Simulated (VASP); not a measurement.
# C in VASP: single point with PBE+D3(BJ)

Aim: the single point of C with PBE+D3(BJ).

Program: VASP 6.6.1. These are calculated values, not measurements. Logs are shortened: lines on timing, memory, paths and dates and some standing lists are left out, and cuts for length are marked.

## (1) The cell of the first run

The cell holds a slab with vacuum, 4 atoms: a = 2.466 Å, b = 2.466 Å, c = 17.500 Å, α = 90.00°, β = 90.00°, γ = 120.00°.

## (2) Single point, PBE+D3(BJ)

Contents of INCAR:

```
SYSTEM = C
  ALGO = Normal
  DIPOL = 0.5 0.5 0.352
  EDIFF = 1E-6
  ENCUT = 520
  GGA = PE
  IDIPOL = 3
  ISIF = 2
  ISMEAR = 0
  IVDW = 12
  LASPH = .TRUE.
  LCHARG = .FALSE.
  LDIPOL = .TRUE.
  LREAL = .FALSE.
  LWAVE = .FALSE.
  NBANDS = 16
  NELM = 60
  PREC = Accurate
  SIGMA = 0.1
```

Contents of KPOINTS:

```
k-points
0
G
  15 15 1
  0 0 0
```

Contents of POSCAR:

```
C
1.0
    2.4657005714      0.0000000000      0.0000000000
   -1.2328502857      2.1353593330      0.0000000000
    0.0000000000      0.0000000000     17.5000000000
C
4
Direct
    0.3333333333      0.6666666667      0.2571428571
    0.6666666667      0.3333333333      0.2571428571
    0.5000000000      1.3333333333      0.4462857143
    0.8333333333      1.0000000000      0.4462857143
```

Potentials or basis: VASP PAW PBE potentials, release 64 (C).

Launch:

```bash
> cat potpaw_PBE.64/C/POTCAR > POTCAR
> mpirun -np 1 vasp_std > vasp.out
```

OUTCAR:

```text
SYSTEM = C
   EDIFF = 1E-6
   ENCUT = 520
   GGA = PE
   ISIF = 2
   ISMEAR = 0
   IVDW = 12
   LASPH = .TRUE.
   LREAL = .FALSE.
   NELM = 60
   PREC = Accurate
 IVDW          = 12

 ion  position               nearest neighbor table
   1  0.333  0.667  0.257-   2 1.42   2 1.42   2 1.42
   2  0.667  0.333  0.257-   1 1.42   1 1.42   1 1.42
   3  0.500  0.333  0.446-   4 1.42   4 1.42   4 1.42
   4  0.833  0.000  0.446-   3 1.42   3 1.42   3 1.42

  LATTYP: Found a hexagonal cell.
 ALAT       =     2.4657005714
 C/A-ratio  =     7.0973743540

  Lattice vectors:

 A1 = (   2.4657005714,   0.0000000000,   0.0000000000)
 A2 = (  -1.2328502857,   2.1353593330,   0.0000000000)
 A3 = (   0.0000000000,   0.0000000000,  17.5000000000)

Analysis of symmetry for initial positions (statically):
=====================================================================
 Subroutine PRICEL returns:
 Original cell was already a primitive cell.

 Routine SETGRP: Setting up the symmetry group for a
 hexagonal supercell.

 Subroutine GETGRP returns: Found  2 space group operations
 (whereof  1 operations were pure point group operations)
 out of a pool of 24 trial point group operations.

The static configuration has the point symmetry C_1 .
 The point group associated with its full space group is S_2 .

Analysis of symmetry for dynamics (positions and initial velocities):
=====================================================================
 Subroutine PRICEL returns:
 Original cell was already a primitive cell.

 Routine SETGRP: Setting up the symmetry group for a
 hexagonal supercell.

 Subroutine GETGRP returns: Found  2 space group operations
 (whereof  1 operations were pure point group operations)
 out of a pool of 24 trial point group operations.

The dynamic configuration has the point symmetry C_1 .
 The point group associated with its full space group is S_2 .

 Subroutine INISYM returns: Found  2 space group operations
 (whereof  1 operations are pure point group operations),
 and found     1 'primitive' translations

----------------------------------------------------------------------------------------

                                     Primitive cell

  volume of cell :      92.1402

  direct lattice vectors                    reciprocal lattice vectors
     2.465700571  0.000000000  0.000000000     0.405564249  0.234152628  0.000000000
    -1.232850286  2.135359333  0.000000000     0.000000000  0.468305256  0.000000000
     0.000000000  0.000000000 17.500000000     0.000000000  0.000000000  0.057142857

  length of vectors
     2.465700571  2.465700571 17.500000000     0.468305256  0.468305256  0.057142857

  position of ions in fractional coordinates (direct lattice)
     0.333333333  0.666666667  0.257142857
     0.666666667  0.333333333  0.257142857
     0.500000000  0.333333333  0.446285714
     0.833333333  0.000000000  0.446285714

  ion indices of the primitive-cell ions
   primitive index   ion index
                 1           1
                 2           2
                 3           3
                 4           4

----------------------------------------------------------------------------------------

 KPOINTS: k-points

Automatic generation of k-mesh.
 Grid dimensions read from file:
 generate k-points for:   15   15    1

 Generating k-lattice:

  Cartesian coordinates                     Fractional coordinates (reciprocal lattice)
     0.027037617  0.015610175  0.000000000     0.066666667  0.000000000  0.000000000
     0.000000000  0.031220350  0.000000000     0.000000000  0.066666667  0.000000000
     0.000000000  0.000000000  0.057142857     0.000000000  0.000000000  1.000000000

  Length of vectors
     0.031220350  0.031220350  0.057142857

  Shift w.r.t. Gamma in fractional coordinates (k-lattice)
     0.000000000  0.000000000  0.000000000

 Subroutine IBZKPT returns following result:
 ===========================================

 Found    113 irreducible k-points:

 Following reciprocal coordinates:
            Coordinates               Weight
  0.000000  0.000000  0.000000      1.000000
  0.066667  0.000000  0.000000      2.000000
  0.000000  0.066667  0.000000      2.000000
 -0.066667  0.066667  0.000000      2.000000
  0.133333  0.000000  0.000000      2.000000
  0.000000  0.133333  0.000000      2.000000
[... 16 lines left out ...]
  0.066667  0.066667  0.000000      2.000000
 -0.066667  0.133333  0.000000      2.000000
 [... further k-points ...]
   k-points           NKPTS =    113   k-points in BZ     NKDIM =    113   number of bands    NBANDS=     16
   number of dos      NEDOS =    301   number of ions     NIONS =      4
   total plane-waves  NPLWV =  45360
   dimension x,y,z NGX =    18 NGY =   18 NGZ =  140
   dimension x,y,z NGXF=    36 NGYF=   36 NGZF=  280
   ions per type =               4
   NGX,Y,Z   is equivalent  to a cutoff of  12.14, 12.14, 13.30 a.u.
   NGXF,Y,Z  is equivalent  to a cutoff of  24.27, 24.27, 26.60 a.u.
 SYSTEM =  C
   PREC   = accura    normal or accurate (medium, high low for compatibility)
   ISTART =      0    job   : 0-new  1-cont  2-samecut
   ICHARG =      2    charge: 1-file 2-atom 10-const
   ISPIN  =      1    spin polarized calculation?
   LNONCOLLINEAR =      F non collinear calculations
   LSORBIT =      F    spin-orbit coupling
   LASPH  =      T    aspherical Exc in radial PAW
   ENCUT  =  520.0 eV  38.22 Ry    6.18 a.u.   4.58  4.58 32.54*2*pi/ulx,y,z
   NELM   =     60;   NELMIN=  2; NELMDL= -5     # of ELM steps
   EDIFF  = 0.1E-05   stopping-criterion for ELM
   LREAL  =      F    real-space projection
   EDIFFG = 0.1E-04   stopping-criterion for IOM
   NSW    =      0    number of steps for IOM
   IBRION =     -1    ionic relax: 0-MD 1-quasi-New 2-CG
   NFREE  =      0    steps in history (QN), initial steepest desc. (CG)
   ISIF   =      2    stress and relaxation
   ISYM   =      2    0-nonsym 1-usesym 2-fastsym
   POTIM  = 0.5000    time-step for ionic-motion
   TEBEG  =    0.0;   TEEND  =   0.0 temperature during run
   PSTRESS=    0.0 pullay stress
   NELECT =      16.0000    total number of electrons
   NUPDOWN=      -1.0000    fix difference up-down
   EMIN   =  10.00;   EMAX   =-10.00  energy-range for DOS
   EFERMI =   0.00;   METHOD = LEGACY
   ISMEAR =     0;   SIGMA  =   0.10  broadening in eV -4-tet -1-fermi 0-gaus
   EFERMI_NEDOS =   21; number of points for ismear=-14 and -15
   IALGO  =     38    algorithm
   IMIX   =      4    mixing-type and parameters
     AMIX     =   0.40;   BMIX     =  1.00
     AMIX_MAG =   1.60;   BMIX_MAG =  1.00
  volume/ion in A,a.u.               =      23.04       155.45
  Fermi-wavevector in a.u.,A,eV,Ry     =   0.913338  1.725959 11.349803  0.834187
  Thomas-Fermi vector in A             =   2.037838
   LORBIT       =      0    0 simple, 1 ext, 2 COOP (PROOUT), +10 PAW based schemes
   GGA     = PE    functional components
   LHFCALC =     F    Hartree Fock is set to
   AEXX    =    0.0000 exact exchange contribution
   IVDW    =    12    specifies the selected vdW correction
   LEPSILON=     F    determine dielectric tensor
   LRPA    =     F    only Hartree local field effects (RPA)
 non-spin polarized calculation
 Gauss-broadening in eV      SIGMA  =   0.10
  energy-cutoff  :      520.00
  volume of cell :       92.14
 maximum number of plane-waves:      2521
   NGX =  9   NGY =  9   NGZ = 65

 dipolmoment           0.000000      0.000000      0.000223 electrons x Angstroem

 number of electron      15.9999998 magnetization

 dipolmoment           0.000000      0.000000     -0.000000 electrons x Angstroem

 Free energy of the ion-electron system (eV)
  ---------------------------------------------------
  ext. energy  EPLUGINS =         0.00000000
  ---------------------------------------------------
  free energy    TOTEN  =       -36.86489145 eV

  energy without entropy =      -36.86465572  energy(sigma->0) =      -36.86477358

 E-fermi :  -0.8462     XC(G=0):  -4.4234

 val. band max:       -0.9665403796   @ k =   0.3333   0.3333   0.0000
 cond. band min:      -0.7258665359   @ k =   0.3333   0.3333   0.0000
 fundamental gap:      0.2406738437
 Fermi energy:        -0.8462033395

 k-point     1 :       0.0000    0.0000    0.0000
  band No.  band energies     occupation
      1     -20.4372      2.00000
      2     -20.2699      2.00000
      3      -8.9573      2.00000
      4      -7.9152      2.00000
      5      -3.8765      2.00000
      6      -3.8699      2.00000
[... 8 lines left out ...]
     15       7.4799      0.00000
     16       7.4863      0.00000

 k-point     2 :       0.0667    0.0000    0.0000
  band No.  band energies     occupation
      1     -20.3316      2.00000
      2     -20.1653      2.00000
      3      -8.8302      2.00000
      4      -7.7920      2.00000
      5      -4.2994      2.00000
      6      -4.2871      2.00000
[... 8 lines left out ...]
     15       7.5447      0.00000
     16       7.9127      0.00000

 k-point     3 :       0.0000    0.0667    0.0000
  band No.  band energies     occupation
      1     -20.3316      2.00000
      2     -20.1653      2.00000
      3      -8.8301      2.00000
      4      -7.7921      2.00000
      5      -4.3011      2.00000
      6      -4.2851      2.00000
[... 8 lines left out ...]
     15       7.5536      0.00000
     16       7.9270      0.00000
[... 362 lines left out ...]
 k-point    23 :       0.0667    0.0667    0.0000
  band No.  band energies     occupation
      1     -20.1207      2.00000
      2     -19.9566      2.00000
      3      -8.5767      2.00000
      4      -7.5469      2.00000
      5      -5.0180      2.00000
      6      -5.0180      2.00000
[... 8 lines left out ...]
     15       7.7306      0.00000
     16       8.5784      0.00000

 k-point    24 :      -0.0667    0.1333    0.0000
  band No.  band energies     occupation
      1     -20.1207      2.00000
      2     -19.9566      2.00000
      3      -8.5763      2.00000
      4      -7.5473      2.00000
      5      -5.0311      2.00000
      6      -5.0038      2.00000
[... 8 lines left out ...]
     15       7.7536      0.00000
     16       8.5954      0.00000

 [... further k-points ...]

------------------------ aborting loop because EDIFF is reached ----------------------------------------

 vacuum level on the upper side and lower side of the slab       (xc-potential included)        -0.124        -0.126

 Edisp (eV)   -0.48400

 E8    (eV) :    -0.1449

  FORCE on cell =-STRESS in cart. coord.  units (eV):
  Direction    XX          YY          ZZ          XY          YZ          ZX
  --------------------------------------------------------------------------------------
  -------------------------------------------------------------------------------------
  Total       0.09656     0.10454     0.10585    -0.02487    -0.01964     0.03628
  in kB       1.67909     1.81774     1.84055    -0.43251    -0.34158     0.63081
  external pressure =        1.78 kB  Pullay stress =        0.00 kB

 VOLUME and BASIS-vectors are now :
 -----------------------------------------------------------------------------
  energy-cutoff  :      520.00
  volume of cell :       92.14
      direct lattice vectors                 reciprocal lattice vectors
     2.465700571  0.000000000  0.000000000     0.405564249  0.234152628  0.000000000
    -1.232850286  2.135359333  0.000000000     0.000000000  0.468305256  0.000000000
     0.000000000  0.000000000 17.500000000     0.000000000  0.000000000  0.057142857

 POSITION                                       TOTAL-FORCE (eV/Angst)
 -----------------------------------------------------------------------------------
     -0.00000      1.42357      4.50000        -0.004442      0.003775     -0.026652
      1.23285      0.71179      4.50000        -0.006520      0.002156     -0.012992
      0.82190      0.71179      7.81000         0.006520     -0.002156      0.012992
      2.05475      0.00000      7.81000         0.004442     -0.003775      0.026652
 -----------------------------------------------------------------------------------
    total drift:                               -0.000000      0.000000     -0.000018

  FREE ENERGIE OF THE ION-ELECTRON SYSTEM (eV)
  ---------------------------------------------------
  free  energy   TOTEN  =       -37.3488897940 eV

  energy  without entropy=      -37.3486540684  energy(sigma->0) =      -37.34877193

 vacuum level on the upper side and lower side of the slab         3.391         3.391
```

Run time: 1.8 min. Hardware: 1 thread of Intel Xeon 6975P-C (Granite Rapids), shared host; peak memory 0.27 GiB.

Results:

| Quantity | Value |
| --- | --- |
| Free energy | -37.3489 eV |
| Largest force | 0.027 eV/Å |
| Band gap on the k mesh | 0.24 eV, direct |
| Dispersion energy per atom | -0.121 eV |

Forces in eV/Å, atoms in the order of the input:
```
C   -0.004  0.004 -0.027
C   -0.007  0.002 -0.013
C    0.007 -0.002  0.013
C    0.004 -0.004  0.027
```

Levels at points of the mesh, in eV from the valence-band top:
```tsv
k point	band 4	band 5	band 6	band 7	band 8	band 9	band 10	band 11	band 12	band 13
(0.00, 0.00, 0.00)	-6.95	-2.91	-2.90	-2.90	-2.89	3.56	4.00	4.92	6.66	6.91
```
